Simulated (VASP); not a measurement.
# ScInTeSe (P4/mmm) in VASP: further runs

The runs below take ScInTeSe through single point, with PBE.

Program: VASP 6.6.1. These are calculated values, not measurements. Logs are shortened: lines on timing, memory, paths and dates and some standing lists are left out, and cuts for length are marked.

### Step 1. The cell of the first run

Symmetry: P4/mmm, No. 123, tetragonal system. Conventional cell: a = 4.198 Å, b = 4.198 Å, c = 5.998 Å, α = 90.00°, β = 90.00°, γ = 90.00°. Sc (site symmetry 4/mmm) has 4 Se at 2.97 Å and 2 Te at 3.00 Å within 3.9 Å. Within 3.9 Å of In (site symmetry 4/mmm) lie 4 Te at 2.97 Å and 2 Se at 3.00 Å. Within 3.9 Å of Te (site symmetry 4/mmm) lie 4 In at 2.97 Å and 2 Sc at 3.00 Å. Within 3.9 Å of Se (site symmetry 4/mmm) lie 4 Sc at 2.97 Å and 2 In at 3.00 Å.

### Step 2. Single point, PBE

Input file INCAR:

```
PREC     = Accurate       # precision mode
ENCUT    = 500            # plane-wave cutoff, eV
EDIFF    = 1E-6           # SCF threshold, eV
ISMEAR   = 0              # smearing method
SIGMA    = 0.15           # smearing width, eV
LREAL    = False          # projectors in reciprocal space
LASPH    = True           # aspherical terms in the spheres
NELM     = 120            # most SCF steps
ALGO     = Normal         # electronic algorithm
ISIF     = 2              # what is computed and relaxed
LWAVE    = False          # write WAVECAR
LCHARG   = False          # write CHGCAR
GGA      = PE             # functional
NBANDS   = 26             # bands
GGA_COMPAT= False
```

Input file KPOINTS:

```
Automatic mesh
0
Gamma
  3 3 3
```

Input file POSCAR:

```
ScInTeSe
1.0
    4.1982377057      0.0000000000      0.0000000000
    0.0000000000      4.1982377057      0.0000000000
    0.0000000000      0.0000000000      5.9982787159
Sc In Te Se
1 1 1 1
Direct
    0.0000000000      0.0000000000      0.5000000000
    0.5000000000      0.5000000000      0.0000000000
    0.0000000000      0.0000000000      0.0000000000
    0.5000000000      0.5000000000      0.5000000000
```

Potentials or basis: VASP PAW PBE potentials, release 64 (Sc_sv, In_d, Te, Se).

Started as:

```bash
> cat potpaw_PBE.64/Sc_sv/POTCAR potpaw_PBE.64/In_d/POTCAR potpaw_PBE.64/Te/POTCAR potpaw_PBE.64/Se/POTCAR > POTCAR
> mpirun -np 1 vasp_std > vasp.out
```

OUTCAR:

```text
PREC = Accurate
   ENCUT = 500
   EDIFF = 1E-6
   ISMEAR = 0
   LREAL = False
   LASPH = True
   NELM = 120
   ISIF = 2
   GGA = PE

 ion  position               nearest neighbor table
   1  0.000  0.000  0.500-   4 2.97   4 2.97   4 2.97   4 2.97   3 3.00   3 3.00
   2  0.500  0.500  0.000-   3 2.97   3 2.97   3 2.97   3 2.97   4 3.00   4 3.00
   3  0.000  0.000  0.000-   2 2.97   2 2.97   2 2.97   2 2.97   1 3.00   1 3.00
   4  0.500  0.500  0.500-   1 2.97   1 2.97   1 2.97   1 2.97   2 3.00   2 3.00

  LATTYP: Found a simple tetragonal cell.
 ALAT       =     4.1982377057
 C/A-ratio  =     1.4287610984

  Lattice vectors:

 A1 = (   4.1982377057,   0.0000000000,   0.0000000000)
 A2 = (   0.0000000000,   4.1982377057,   0.0000000000)
 A3 = (   0.0000000000,   0.0000000000,   5.9982787159)

Analysis of symmetry for initial positions (statically):
=====================================================================
 Subroutine PRICEL returns:
 Original cell was already a primitive cell.

 Routine SETGRP: Setting up the symmetry group for a
 simple tetragonal supercell.

 Subroutine GETGRP returns: Found 16 space group operations
 (whereof 16 operations were pure point group operations)
 out of a pool of 16 trial point group operations.

The static configuration has the point symmetry D_4h.

Analysis of symmetry for dynamics (positions and initial velocities):
=====================================================================
 Subroutine PRICEL returns:
 Original cell was already a primitive cell.

 Routine SETGRP: Setting up the symmetry group for a
 simple tetragonal supercell.

 Subroutine GETGRP returns: Found 16 space group operations
 (whereof 16 operations were pure point group operations)
 out of a pool of 16 trial point group operations.

The dynamic configuration has the point symmetry D_4h.

 Subroutine INISYM returns: Found 16 space group operations
 (whereof 16 operations are pure point group operations),
 and found     1 'primitive' translations

----------------------------------------------------------------------------------------

                                     Primitive cell

  volume of cell :     105.7209

  direct lattice vectors                    reciprocal lattice vectors
     4.198237706  0.000000000  0.000000000     0.238195183  0.000000000  0.000000000
     0.000000000  4.198237706  0.000000000     0.000000000  0.238195183  0.000000000
     0.000000000  0.000000000  5.998278716     0.000000000  0.000000000  0.166714494

  length of vectors
     4.198237706  4.198237706  5.998278716     0.238195183  0.238195183  0.166714494

  position of ions in fractional coordinates (direct lattice)
     0.000000000  0.000000000  0.500000000
     0.500000000  0.500000000  0.000000000
     0.000000000  0.000000000  0.000000000
     0.500000000  0.500000000  0.500000000

  ion indices of the primitive-cell ions
   primitive index   ion index
                 1           1
                 2           2
                 3           3
                 4           4

----------------------------------------------------------------------------------------

 KPOINTS: Automatic mesh

Automatic generation of k-mesh.
 Grid dimensions read from file:
 generate k-points for:    3    3    3

 Generating k-lattice:

  Cartesian coordinates                     Fractional coordinates (reciprocal lattice)
     0.079398394  0.000000000  0.000000000     0.333333333  0.000000000  0.000000000
     0.000000000  0.079398394  0.000000000     0.000000000  0.333333333  0.000000000
     0.000000000  0.000000000  0.055571498     0.000000000  0.000000000  0.333333333

  Length of vectors
     0.079398394  0.079398394  0.055571498

  Shift w.r.t. Gamma in fractional coordinates (k-lattice)
     0.000000000  0.000000000  0.000000000

 Subroutine IBZKPT returns following result:
 ===========================================

 Found      6 irreducible k-points:

 Following reciprocal coordinates:
            Coordinates               Weight
  0.000000  0.000000  0.000000      1.000000
  0.333333  0.000000  0.000000      4.000000
  0.333333  0.333333  0.000000      4.000000
  0.000000  0.000000  0.333333      2.000000
  0.333333  0.000000  0.333333      8.000000
  0.333333  0.333333  0.333333      8.000000
   k-points           NKPTS =      6   k-points in BZ     NKDIM =      6   number of bands    NBANDS=     26
   number of dos      NEDOS =    301   number of ions     NIONS =      4
   total plane-waves  NPLWV =  49152
   dimension x,y,z NGX =    32 NGY =   32 NGZ =   48
   dimension x,y,z NGXF=    64 NGYF=   64 NGZF=   96
   ions per type =               1   1   1   1
   NGX,Y,Z   is equivalent  to a cutoff of  12.67, 12.67, 13.30 a.u.
   NGXF,Y,Z  is equivalent  to a cutoff of  25.34, 25.34, 26.61 a.u.
 SYSTEM =  unknown system
   PREC   = accura    normal or accurate (medium, high low for compatibility)
   ISTART =      0    job   : 0-new  1-cont  2-samecut
   ICHARG =      2    charge: 1-file 2-atom 10-const
   ISPIN  =      1    spin polarized calculation?
   LNONCOLLINEAR =      F non collinear calculations
   LSORBIT =      F    spin-orbit coupling
   LASPH  =      T    aspherical Exc in radial PAW
   ENCUT  =  500.0 eV  36.75 Ry    6.06 a.u.   7.65  7.65 10.94*2*pi/ulx,y,z
   NELM   =    120;   NELMIN=  2; NELMDL= -5     # of ELM steps
   EDIFF  = 0.1E-05   stopping-criterion for ELM
   LREAL  =      F    real-space projection
   EDIFFG = 0.1E-04   stopping-criterion for IOM
   NSW    =      0    number of steps for IOM
   IBRION =     -1    ionic relax: 0-MD 1-quasi-New 2-CG
   NFREE  =      0    steps in history (QN), initial steepest desc. (CG)
   ISIF   =      2    stress and relaxation
   ISYM   =      2    0-nonsym 1-usesym 2-fastsym
   POTIM  = 0.5000    time-step for ionic-motion
   TEBEG  =    0.0;   TEEND  =   0.0 temperature during run
   PSTRESS=    0.0 pullay stress
   NELECT =      36.0000    total number of electrons
   NUPDOWN=      -1.0000    fix difference up-down
   EMIN   =  10.00;   EMAX   =-10.00  energy-range for DOS
   EFERMI =   0.00;   METHOD = LEGACY
   ISMEAR =     0;   SIGMA  =   0.15  broadening in eV -4-tet -1-fermi 0-gaus
   EFERMI_NEDOS =   21; number of points for ismear=-14 and -15
   IALGO  =     38    algorithm
   IMIX   =      4    mixing-type and parameters
     AMIX     =   0.40;   BMIX     =  1.00
     AMIX_MAG =   1.60;   BMIX_MAG =  1.00
  volume/ion in A,a.u.               =      26.43       178.36
  Fermi-wavevector in a.u.,A,eV,Ry     =   1.143200  2.160334 17.781529  1.306906
  Thomas-Fermi vector in A             =   2.279896
   LORBIT       =      0    0 simple, 1 ext, 2 COOP (PROOUT), +10 PAW based schemes
   GGA     = PE    functional components
   LHFCALC =     F    Hartree Fock is set to
   AEXX    =    0.0000 exact exchange contribution
   IVDW    =     0    specifies the selected vdW correction
   LEPSILON=     F    determine dielectric tensor
   LRPA    =     F    only Hartree local field effects (RPA)
 non-spin polarized calculation
 Gauss-broadening in eV      SIGMA  =   0.15
  energy-cutoff  :      500.00
  volume of cell :      105.72
 maximum number of plane-waves:      2709
 NGX is ok and might be reduce to    30
   NGX = 15   NGY = 15   NGZ = 21

 number of electron      36.0000005 magnetization

 Free energy of the ion-electron system (eV)
  ---------------------------------------------------
  ext. energy  EPLUGINS =         0.00000000
  ---------------------------------------------------
  free energy    TOTEN  =       -18.64136620 eV

  energy without entropy =      -18.60510099  energy(sigma->0) =      -18.62323359

 E-fermi :   6.2608     XC(G=0):  -9.7105

 val. band max:        6.2322648242   @ k =   0.3333   0.0000   0.3333
 cond. band min:       6.3787525129   @ k =   0.3333   0.0000   0.0000
 fundamental gap:      0.1464876886
 Fermi energy:         6.2607974295

 k-point     1 :       0.0000    0.0000    0.0000
  band No.  band energies     occupation
      1     -44.7907      2.00000
      2     -23.3998      2.00000
      3     -23.3998      2.00000
      4     -23.3755      2.00000
      5      -8.6226      2.00000
      6      -8.4332      2.00000
[... 18 lines left out ...]
     25       9.9843      0.00000
     26      12.5867      0.00000

 k-point     2 :       0.3333    0.0000    0.0000
  band No.  band energies     occupation
      1     -44.7902      2.00000
      2     -23.4122      2.00000
      3     -23.3981      2.00000
      4     -23.3746      2.00000
      5      -8.5645      2.00000
      6      -8.4763      2.00000
[... 18 lines left out ...]
     25       9.5781      0.00000
     26       9.8947      0.00000

 k-point     3 :       0.3333    0.3333    0.0000
  band No.  band energies     occupation
      1     -44.7897      2.00000
      2     -23.4100      2.00000
      3     -23.4095      2.00000
      4     -23.3738      2.00000
      5      -8.6120      2.00000
      6      -8.5319      2.00000
[... 18 lines left out ...]
     25      11.2016      0.00000
     26      11.2277      0.00000

 k-point     4 :       0.0000    0.0000    0.3333
  band No.  band energies     occupation
      1     -44.7907      2.00000
      2     -23.3998      2.00000
      3     -23.3998      2.00000
      4     -23.3755      2.00000
      5      -8.5698      2.00000
      6      -8.4332      2.00000
[... 18 lines left out ...]
     25       9.7527      0.00000
     26       9.9809      0.00000

 k-point     5 :       0.3333    0.0000    0.3333
  band No.  band energies     occupation
      1     -44.7902      2.00000
      2     -23.4121      2.00000
      3     -23.3981      2.00000
      4     -23.3746      2.00000
      5      -8.5023      2.00000
      6      -8.4764      2.00000
[... 18 lines left out ...]
     25       9.2625      0.00000
     26       9.2651      0.00000

 k-point     6 :       0.3333    0.3333    0.3333
  band No.  band energies     occupation
      1     -44.7898      2.00000
      2     -23.4100      2.00000
      3     -23.4095      2.00000
      4     -23.3738      2.00000
      5      -8.6089      2.00000
      6      -8.4623      2.00000
[... 18 lines left out ...]
     25      10.0762      0.00000
     26      11.1283      0.00000

------------------------ aborting loop because EDIFF is reached ----------------------------------------

  FORCE on cell =-STRESS in cart. coord.  units (eV):
  Direction    XX          YY          ZZ          XY          YZ          ZX
  --------------------------------------------------------------------------------------
  -------------------------------------------------------------------------------------
  Total       -0.0211867     -0.0211867     -0.0570715      0.0000000     -0.0000000      0.0000000
  in kB       -0.3210796     -0.3210796     -0.8649070      0.0000000     -0.0000000      0.0000000
  external PRESSURE =      -0.5023554 kB  Pullay stress =       0.0000000 kB

 VOLUME and BASIS-vectors are now :
 -----------------------------------------------------------------------------
  energy-cutoff  :      500.00
  volume of cell :      105.72
      direct lattice vectors                 reciprocal lattice vectors
     4.198237706  0.000000000  0.000000000     0.238195183  0.000000000  0.000000000
     0.000000000  4.198237706  0.000000000     0.000000000  0.238195183  0.000000000
     0.000000000  0.000000000  5.998278716     0.000000000  0.000000000  0.166714494

 POSITION                                       TOTAL-FORCE (eV/Angst)
 -----------------------------------------------------------------------------------
      0.00000      0.00000      2.99914         0.000000      0.000000      0.000000
      2.09912      2.09912      0.00000         0.000000      0.000000      0.000000
      0.00000      0.00000      0.00000         0.000000      0.000000      0.000000
      2.09912      2.09912      2.99914         0.000000      0.000000      0.000000
 -----------------------------------------------------------------------------------
    total drift:                                0.000000     -0.000000     -0.000000

  FREE ENERGIE OF THE ION-ELECTRON SYSTEM (eV)
  ---------------------------------------------------
  free  energy   TOTEN  =       -18.6413661961 eV

  energy  without entropy=      -18.6051009852  energy(sigma->0) =      -18.62323359
```

It took 47 s on 1 thread of Intel Xeon 8259CL, shared host; peak memory 0.22 GiB.

What came out:

* Free energy: -18.6414 eV
* Pressure: -0.1 GPa
* Band gap on the k mesh: zero (band 18 reaches 6.38 eV, above the bottom of band 19 at 5.64 eV)

Levels at points of the mesh, in eV from the Fermi level:
```csv
k point,band 16,band 17,band 18,band 19,band 20,band 21
"(0.00, 0.00, 0.00)",-2.03,-2.03,-1.82,-0.62,0.47,0.50
```

Caveat: the k points lie up to 0.50 Å⁻¹ apart; spin-orbit coupling is left out, which moves the levels of the heavy elements.

[end of part 1 of 4]
